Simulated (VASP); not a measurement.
Here is a VASP 6.6.1 calculation.

File INCAR:

```
PREC = Accurate ; ENCUT = 520
EDIFF = 1E-6 ; ISMEAR = 0
SIGMA = 0.1 ; LREAL = False
LASPH = True ; NELM = 150
ALGO = Normal ; ISIF = 2
LWAVE = False ; LCHARG = False
ISPIN = 2 ; MAGMOM = 0.93 0.93 0.93 0.93 0.28 0.28
LORBIT = 11 ; LMAXMIX = 4
GGA = PE ; NBANDS = 39
```

File KPOINTS:

```
Automatic mesh
0
Gamma
  4 4 6
```

Contents of POSCAR:

```
Ni2O
1.0
    4.3835654564      0.0000000000      0.0000000000
    0.0000000000      5.2351656542      0.0000000000
    0.0000000000      0.0000000000      2.7067353707
Ni O
4 2
Direct
    0.2808685270      0.8167902911      0.5000000000
    0.7808685270      0.6832097089      0.0000000000
    0.7191314730      0.1832097089      0.5000000000
    0.2191314730      0.3167902911      0.0000000000
    0.5000000000      0.5000000000      0.5000000000
    0.0000000000      0.0000000000      0.0000000000
```

Potentials or basis: VASP PAW PBE potentials, release 64 (Ni, O).

Launch:

```console
$ cat potpaw_PBE.64/Ni/POTCAR potpaw_PBE.64/O/POTCAR > POTCAR
$ mpirun -np 1 vasp_std > vasp.out
```

Question: Estimate the pressure.

Answer: 0.2 GPa.

Question: Estimate the net moment.

Answer: 3.91 μB per cell.

Forces in eV/Å, atoms in the order of the input:
```
Ni  -0.013  0.016  0.000
Ni  -0.013 -0.016  0.000
Ni   0.013 -0.016  0.000
Ni   0.013  0.016  0.000
O    0.000  0.000  0.000
O    0.000  0.000  0.000
```

Caveat: the k points lie up to 0.39 Å⁻¹ apart.
